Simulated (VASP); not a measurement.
# NiO (Fm-3m) in VASP: further runs, part 2 of 2

VASP 6.6.1. Earlier steps stand in the parts before.

### 3 Single point, PBEsol+D4, collinear spin, ferromagnetic start

This run uses another cell than the first one, of 8.53 Å³/atom, 0.935 times its volume.

Input file INCAR:

```
SYSTEM = NiO
ALGO     = Normal         ! electronic algorithm
EDIFF    = 1E-6           ! SCF threshold, eV
ENCUT    = 520            ! plane-wave cutoff, eV
GGA      = PS             ! functional
ISIF     = 2              ! what is computed and relaxed
ISMEAR   = -1             ! smearing method
ISPIN    = 2              ! spin polarisation
IVDW     = 13             ! dispersion correction
LASPH    = .True.         ! aspherical terms in the spheres
LCHARG   = .False.        ! write CHGCAR
LMAXMIX  = 4              ! l up to which the mixer works
LORBIT   = 11             ! projections on sites
LREAL    = .False.        ! projectors in reciprocal space
LWAVE    = .False.        ! write WAVECAR
MAGMOM   = 1 0            ! initial moments
NBANDS   = 19             ! bands
NELM     = 150            ! most SCF steps
PREC     = Accurate       ! precision mode
SIGMA    = 0.05           ! smearing width, eV
```

Input file KPOINTS:

```
k-points
0
Gamma
  11 11 11
  0 0 0
```

Input file POSCAR:

```
NiO
1.0
    0.0000000000      2.0433202721      2.0433202721
    2.0433202721      0.0000000000      2.0433202721
    2.0433202721      2.0433202721      0.0000000000
Ni O
1 1
Direct
    0.0000000000      0.0000000000      0.0000000000
    0.5000000000      0.5000000000      0.5000000000
```

Potentials or basis: VASP PAW PBE potentials, release 64 (Ni, O).

On the command line:

```console
$ cat potpaw_PBE.64/Ni/POTCAR potpaw_PBE.64/O/POTCAR > POTCAR
$ mpirun -np 1 vasp_std > vasp.out
```

OUTCAR:

```text
SYSTEM = NiO
   EDIFF = 1E-6
   ENCUT = 520
   GGA = PS
   ISIF = 2
   ISMEAR = -1
   ISPIN = 2
   IVDW = 13
   LASPH = .True.
   LORBIT = 11
   LREAL = .False.
   NELM = 150
   PREC = Accurate

 ion  position               nearest neighbor table
   1  0.000  0.000  0.000-   2 2.04   2 2.04   2 2.04   2 2.04   2 2.04   2 2.04
   2  0.500  0.500  0.500-   1 2.04   1 2.04   1 2.04   1 2.04   1 2.04   1 2.04

  LATTYP: Found a face centered cubic cell.
 ALAT       =     4.0866405442

  Lattice vectors:

 A1 = (   0.0000000000,   2.0433202721,   2.0433202721)
 A2 = (   2.0433202721,   0.0000000000,   2.0433202721)
 A3 = (   2.0433202721,   2.0433202721,   0.0000000000)

[... 1272 lines left out ...]

 VOLUME and BASIS-vectors are now :
 -----------------------------------------------------------------------------
  energy-cutoff  :      520.00
  volume of cell :       17.06
      direct lattice vectors                 reciprocal lattice vectors
     0.000000000  2.043320272  2.043320272    -0.244699770  0.244699770  0.244699770
     2.043320272  0.000000000  2.043320272     0.244699770 -0.244699770  0.244699770
     2.043320272  2.043320272  0.000000000     0.244699770  0.244699770 -0.244699770

 POSITION                                       TOTAL-FORCE (eV/Angst)
 -----------------------------------------------------------------------------------
      0.00000      0.00000      0.00000         0.000000      0.000000      0.000000
      2.04332      2.04332      2.04332         0.000000      0.000000     -0.000000
 -----------------------------------------------------------------------------------
    total drift:                                0.000000     -0.000000     -0.000000

  FREE ENERGIE OF THE ION-ELECTRON SYSTEM (eV)
  ---------------------------------------------------
  free  energy   TOTEN  =       -12.7654462315 eV

  energy  without entropy=      -12.7463385631  energy(sigma->0) =      -12.75589240

 total charge

# of ion       s       p       d       tot
------------------------------------------
    1        0.355   0.452   8.371   9.178
    2        1.563   3.390   0.000   4.953
--------------------------------------------------
tot          1.918   3.842   8.371  14.131

 magnetization (x)

# of ion       s       p       d       tot
------------------------------------------
    1        0.008   0.010   0.674   0.691
    2        0.017   0.088   0.000   0.105
--------------------------------------------------
tot          0.025   0.098   0.674   0.796
```

OSZICAR:

```text
N       E                     dE             d eps       ncg     rms          rms(c)
DAV:   1     0.820168578886E+02    0.82017E+02   -0.68328E+03  4587   0.104E+03
DAV:   2    -0.952556655800E+01   -0.91542E+02   -0.80102E+02  4432   0.236E+02
DAV:   3    -0.144458492520E+02   -0.49203E+01   -0.46647E+01  4904   0.554E+01
[... 15 lines left out ...]
DAV:  19    -0.123939677895E+02   -0.67861E-04   -0.23678E-05  5488   0.665E-02    0.427E-01
DAV:  20    -0.123941814097E+02   -0.21362E-03   -0.10931E-04  5609   0.147E-01    0.225E-01
DAV:  21    -0.123942549175E+02   -0.73508E-04   -0.53450E-05  5170   0.707E-02    0.904E-02
DAV:  22    -0.123942677368E+02   -0.12819E-04   -0.11030E-05  5512   0.420E-02    0.273E-02
DAV:  23    -0.123942684253E+02   -0.68849E-06   -0.87686E-07  3161   0.104E-02
   1 F= -.12765446E+02 E0= -.12755892E+02  d E =-.191077E-01  mag=     0.8141
```

stdout:

```text
POSCAR found type information on POSCAR NiO
 POSCAR found :  2 types and       2 ions
 scaLAPACK will be used
 -----------------------------------------------------------------------------
|                                                                             |
|                                                                             |
|     You enforced a specific xc type in the INCAR file but a different       |
|     I HOPE YOU KNOW WHAT YOU ARE DOING!                                     |
|                                                                             |
 -----------------------------------------------------------------------------

 LDA part: xc-table for (Slater+PW92), standard interpolation
 POSCAR, INCAR and KPOINTS ok, starting setup
 FFT: planning ... GRIDC
 FFT: planning ... GRID_SOFT
 FFT: planning ... GRID
 WAVECAR not read
 entering main loop
```

It took 24 s on 1 thread of Intel Xeon 6975P-C (Granite Rapids), shared host; peak memory 0.16 GiB.

What came out:

* Free energy: -12.7654 eV
* Pressure: 0.8 GPa
* Net moment: 0.82 μB per cell
* Site moments: Ni +0.69; O +0.10 μB
* Valence electrons inside the program's atomic spheres: Ni 9.18; O 4.95
* Dispersion energy per atom: -0.186 eV

Levels at points of the mesh, in eV from the Fermi level:
Spin up:
```csv
k point,band 7,band 8,band 9,band 10,band 11,band 12
"(0.00, 0.00, 0.00)",-2.35,-2.35,-2.35,1.86,17.81,19.37
```
Spin down:
| k point | band 4 | band 5 | band 6 | band 7 | band 8 | band 9 | band 10 | band 11 | band 12 | band 13 |
| --- | --- | --- | --- | --- | --- | --- | --- | --- | --- | --- |
| (0.00, 0.00, 0.00) | -3.20 | -1.92 | -1.92 | -1.92 | -1.28 | -1.28 | 2.02 | 17.80 | 19.50 | 19.50 |

Caveat: the PAW data sets were made with another functional, which shifts forces and pressure a little; a cell with one magnetic atom can't hold antiferromagnetic order, which such compounds often take; semilocal functionals often make such compounds metallic where correlation or magnetic order opens a gap, which also shifts bond lengths; pairwise dispersion overbinds metals, which lowers pressure and volume.

### 4 Single point, revPBE, collinear spin, ferromagnetic start

This run uses another cell than the first one, of 8.53 Å³/atom, 0.935 times its volume.

Input file INCAR:

```
  ALGO = Normal
  EDIFF = 1E-6
  ENCUT = 520
  GGA = RE
  ISIF = 2
  ISMEAR = -1
  ISPIN = 2
  LASPH = True
  LCHARG = False
  LMAXMIX = 4
  LORBIT = 11
  LREAL = False
  LWAVE = False
  MAGMOM = 1 0
  NBANDS = 19
  NELM = 150
  PREC = Accurate
  SIGMA = 0.05
```

Input file KPOINTS:

```
k-points
0
Gamma
  11 11 11
```

POSCAR is that of step 3.

On the command line:

```console
$ cat potpaw_PBE.64/Ni/POTCAR potpaw_PBE.64/O/POTCAR > POTCAR
$ mpirun -np 1 vasp_std > vasp.out
```

Wall time 17 s (1 thread of Intel Xeon 6975P-C (Granite Rapids), shared host); peak memory 0.16 GiB.

It converged, with:

| Property | Result |
| --- | --- |
| Free energy | -10.6017 eV |
| Pressure | 24.3 GPa |
| Net moment | 1.55 μB per cell |
| Site moments | Ni +1.29; O +0.23 μB |
| Valence electrons inside the program's atomic spheres | Ni 9.11; O 5.02 |

Levels at points of the mesh, in eV from the Fermi level:
Spin up:
```
           k point  band 5  band 6  band 7  band 8  band 9  band 10  band 11  band 12  band 13  band 14
(0.00, 0.00, 0.00)   -3.18   -3.18   -2.82   -2.82   -2.82     1.85    17.99    19.37    19.37    19.37
```
Spin down:
| k point | band 5 | band 6 | band 7 | band 8 | band 9 | band 10 |
| --- | --- | --- | --- | --- | --- | --- |
| (0.00, 0.00, 0.00) | -2.10 | -2.10 | -2.10 | -0.85 | -0.85 | 2.16 |

Caveat: the PAW data sets were made with another functional, which shifts forces and pressure a little; a cell with one magnetic atom can't hold antiferromagnetic order, which such compounds often take; semilocal functionals often make such compounds metallic where correlation or magnetic order opens a gap, which also shifts bond lengths. With open d or f shells a metallic result of revPBE can be an artefact of self-interaction; +U or a hybrid may open a gap.

### 5 Single point, PBEsol+D4, collinear spin, ferromagnetic start

This run uses another cell than the first one, of 8.71 Å³/atom, 0.955 times its volume.

Input file INCAR:

```
  ALGO = Normal
  EDIFF = 1E-6
  ENCUT = 520
  GGA = PS
  ISIF = 2
  ISMEAR = -1
  ISPIN = 2
  IVDW = 13
  LASPH = T
  LCHARG = T
  LELF = T
  LMAXMIX = 4
  LORBIT = 11
  LREAL = F
  LVHAR = T
  LWAVE = F
  MAGMOM = 1 0
  NBANDS = 19
  NELM = 150
  PREC = Accurate
  SIGMA = 0.05
```

KPOINTS is that of step 4.

Input file POSCAR:

```
NiO
1.0
    0.0000000000      2.0577103256      2.0577103256
    2.0577103256      0.0000000000      2.0577103256
    2.0577103256      2.0577103256      0.0000000000
Ni O
1 1
Direct
    0.0000000000      0.0000000000      0.0000000000
    0.5000000000      0.5000000000      0.5000000000
```

On the command line:

```console
$ cat potpaw_PBE.64/Ni/POTCAR potpaw_PBE.64/O/POTCAR > POTCAR
$ mpirun -np 1 vasp_std > vasp.out
```

Wall time 20 s (1 thread of Intel Xeon 6975P-C (Granite Rapids), shared host); peak memory 0.16 GiB.

The run converged. Its results:

```
Free energy                                           : -12.7692 eV
Pressure                                              : -2.3 GPa
Net moment                                            : 1.24 μB per cell
Site moments                                          : Ni +1.03; O +0.17 μB
Valence electrons inside the program's atomic spheres : Ni 9.12; O 4.95
Dispersion energy per atom                            : -0.183 eV
```

Levels at points of the mesh, in eV from the Fermi level:
Spin up:
```
           k point  band 6  band 7  band 8  band 9  band 10  band 11  band 12  band 13
(0.00, 0.00, 0.00)   -2.71   -2.51   -2.51   -2.51     1.68    17.72    19.13    19.13
```
Spin down:
| k point | band 5 | band 6 | band 7 | band 8 | band 9 | band 10 |
| --- | --- | --- | --- | --- | --- | --- |
| (0.00, 0.00, 0.00) | -1.87 | -1.87 | -1.87 | -1.06 | -1.06 | 1.93 |

Caveat: the PAW data sets were made with another functional, which shifts forces and pressure a little; a cell with one magnetic atom can't hold antiferromagnetic order, which such compounds often take; semilocal functionals often make such compounds metallic where correlation or magnetic order opens a gap, which also shifts bond lengths; pairwise dispersion overbinds metals, which lowers pressure and volume.

### 6 Single point, revPBE, collinear spin, ferromagnetic start

This run uses another cell than the first one, of 8.71 Å³/atom, 0.955 times its volume.

Input file INCAR:

```
SYSTEM = NiO
PREC     = Accurate       ! precision mode
ENCUT    = 520            ! plane-wave cutoff, eV
EDIFF    = 1E-6           ! SCF threshold, eV
ISMEAR   = -1             ! smearing method
SIGMA    = 0.05           ! smearing width, eV
LREAL    = .False.        ! projectors in reciprocal space
LASPH    = .True.         ! aspherical terms in the spheres
NELM     = 150            ! most SCF steps
ALGO     = Normal         ! electronic algorithm
ISIF     = 2              ! what is computed and relaxed
LWAVE    = .False.        ! write WAVECAR
LCHARG   = .False.        ! write CHGCAR
ISPIN    = 2              ! spin polarisation
MAGMOM   = 1 0            ! initial moments
LORBIT   = 11             ! projections on sites
LMAXMIX  = 4              ! l up to which the mixer works
GGA      = RE             ! functional
NBANDS   = 19             ! bands
```

Input file KPOINTS:

```
regular mesh
0
Gamma
  11 11 11
  0 0 0
```

POSCAR is that of step 5.

Potentials or basis: VASP PAW PBE potentials, release 64 (Ni, O).

On the command line:

```console
$ cat potpaw_PBE.64/Ni/POTCAR potpaw_PBE.64/O/POTCAR > POTCAR
$ mpirun -np 1 vasp_std > vasp.out
```

OUTCAR:

```text
SYSTEM = NiO
   PREC = Accurate
   ENCUT = 520
   EDIFF = 1E-6
   ISMEAR = -1
   LREAL = .False.
   LASPH = .True.
   NELM = 150
   ISIF = 2
   ISPIN = 2
   LORBIT = 11
   GGA = RE

 ion  position               nearest neighbor table
   1  0.000  0.000  0.000-   2 2.06   2 2.06   2 2.06   2 2.06   2 2.06   2 2.06
   2  0.500  0.500  0.500-   1 2.06   1 2.06   1 2.06   1 2.06   1 2.06   1 2.06

  LATTYP: Found a face centered cubic cell.
 ALAT       =     4.1154206512

  Lattice vectors:

 A1 = (   0.0000000000,   2.0577103256,   2.0577103256)
 A2 = (   2.0577103256,   0.0000000000,   2.0577103256)
 A3 = (   2.0577103256,   2.0577103256,   0.0000000000)

Analysis of symmetry for initial positions (statically):
=====================================================================
 Subroutine PRICEL returns:
 Original cell was already a primitive cell.

 Routine SETGRP: Setting up the symmetry group for a
 face centered cubic supercell.

 Subroutine GETGRP returns: Found 48 space group operations
 (whereof 48 operations were pure point group operations)
[... 720 lines left out ...]
  band No.  band energies     occupation
      1     -11.8036      1.00000
      2       5.9398      1.00000
      3       5.9398      1.00000
      4       5.9398      1.00000
      5       6.7233      1.00000
      6       6.7234      1.00000
[... 517 lines left out ...]
     18      40.7342      0.00000
     19      41.7622      0.00000

 [... further k-points ...]
[... 5 lines left out ...]
  --------------------------------------------------------------------------------------
  -------------------------------------------------------------------------------------
  Total        2.0834943      2.0834943      2.0834943      0.0000000      0.0000000      0.0000000
  in kB      191.5667770    191.5667770    191.5667770      0.0000000      0.0000000      0.0000000
  external PRESSURE =     191.5667770 kB  Pullay stress =       0.0000000 kB

 VOLUME and BASIS-vectors are now :
 -----------------------------------------------------------------------------
  energy-cutoff  :      520.00
  volume of cell :       17.43
      direct lattice vectors                 reciprocal lattice vectors
     0.000000000  2.057710326  2.057710326    -0.242988527  0.242988527  0.242988527
     2.057710326  0.000000000  2.057710326     0.242988527 -0.242988527  0.242988527
     2.057710326  2.057710326  0.000000000     0.242988527  0.242988527 -0.242988527

 POSITION                                       TOTAL-FORCE (eV/Angst)
 -----------------------------------------------------------------------------------
      0.00000      0.00000      0.00000         0.000000      0.000000      0.000000
      2.05771      2.05771      2.05771        -0.000000     -0.000000     -0.000000
 -----------------------------------------------------------------------------------
    total drift:                                0.000000     -0.000000     -0.000000

  FREE ENERGIE OF THE ION-ELECTRON SYSTEM (eV)
  ---------------------------------------------------
  free  energy   TOTEN  =       -10.6512362015 eV

  energy  without entropy=      -10.6398569895  energy(sigma->0) =      -10.64554660

 total charge

# of ion       s       p       d       tot
------------------------------------------
    1        0.344   0.437   8.285   9.066
    2        1.561   3.450   0.000   5.011
--------------------------------------------------
tot          1.905   3.887   8.285  14.077

 magnetization (x)

# of ion       s       p       d       tot
------------------------------------------
    1        0.012   0.015   1.317   1.343
    2        0.028   0.209   0.000   0.238
--------------------------------------------------
tot          0.040   0.224   1.317   1.581
```

Run time: 17 s. Hardware: 1 thread of Intel Xeon 6975P-C (Granite Rapids), shared host; peak memory 0.16 GiB.

Results:

```
Free energy                                           : -10.6512 eV
Pressure                                              : 19.2 GPa
Net moment                                            : 1.62 μB per cell
Site moments                                          : Ni +1.34; O +0.24 μB
Valence electrons inside the program's atomic spheres : Ni 9.07; O 5.01
```

Levels at points of the mesh, in eV from the Fermi level:
Spin up:
| k point | band 7 | band 8 | band 9 | band 10 | band 11 | band 12 |
| --- | --- | --- | --- | --- | --- | --- |
| (0.00, 0.00, 0.00) | -2.76 | -2.76 | -2.76 | 1.76 | 17.97 | 19.24 |
Spin down:
| k point | band 5 | band 6 | band 7 | band 8 | band 9 | band 10 |
| --- | --- | --- | --- | --- | --- | --- |
| (0.00, 0.00, 0.00) | -2.01 | -2.01 | -2.01 | -0.74 | -0.74 | 2.08 |

Caveat: the PAW data sets were made with another functional, which shifts forces and pressure a little; a cell with one magnetic atom can't hold antiferromagnetic order, which such compounds often take; semilocal functionals often make such compounds metallic where correlation or magnetic order opens a gap, which also shifts bond lengths. With open d or f shells a metallic result of revPBE can be an artefact of self-interaction; +U or a hybrid may open a gap.

### 7 The runs side by side

| level | cell | gap on the mesh (eV) | pressure (GPa) | moment (μB) |
| --- | --- | --- | --- | --- |
| r2SCAN+D4 | a = 2.955 Å, angles 60.0°, 2 atoms | 0.75 | 0.1 | 2.00 |
| PBEsol+D4 | a = 2.890 Å, angles 60.0°, 2 atoms | none | 0.8 | 0.82 |
| revPBE | a = 2.890 Å, angles 60.0°, 2 atoms | none | 24.3 | 1.55 |
| PBEsol+D4 | a = 2.910 Å, angles 60.0°, 2 atoms | none | -2.3 | 1.24 |
| revPBE | a = 2.910 Å, angles 60.0°, 2 atoms | none | 19.2 | 1.62 |

Alike in all rows: task single point; potentials or basis VASP PAW PBE potentials, release 64 (Ni, O); spin collinear, ferromagnetic start; k mesh 11 × 11 × 11; cutoff (eV) 520; smearing fermi-dirac 0.05 eV.

Caveats: the PAW data sets were made with another functional, which shifts forces and pressure a little; a cell with one magnetic atom can't hold antiferromagnetic order, which such compounds often take; semilocal functionals often make such compounds metallic where correlation or magnetic order opens a gap, which also shifts bond lengths (some runs); pairwise dispersion overbinds metals, which lowers pressure and volume (some runs).

Absolute energies hang on the potentials; compare differences alone.

### 8 How close it comes

Step 3. A measured gap of NiO is 4.3 eV (quoted in “Local correlations, non-local screening, multiplets, and band formation in NiO”, 2012, arxiv:1210.6675); the calculated 0.00 eV misses it by -4.30 eV. So large a miss can be the level of theory's own, or it may mean another phase, state or a wrong row. The value is that of PBEsol+D4 on a finite k mesh, which can miss the band edges, without temperature or zero-point motion. Semilocal functionals fall short of measured gaps as a rule. The run's magnetic order (collinear spin, ferromagnetic start) needn't be the measured crystal's.

Step 5. A measured gap of NiO is 4.3 eV (quoted in “Local correlations, non-local screening, multiplets, and band formation in NiO”, 2012, arxiv:1210.6675); the calculated 0.00 eV misses it by -4.30 eV. So large a miss can be the level of theory's own, or it may mean another phase, state or a wrong row. The value is that of PBEsol+D4 on a finite k mesh, which can miss the band edges, without temperature or zero-point motion. Semilocal functionals fall short of measured gaps as a rule. The run's magnetic order (collinear spin, ferromagnetic start) needn't be the measured crystal's.
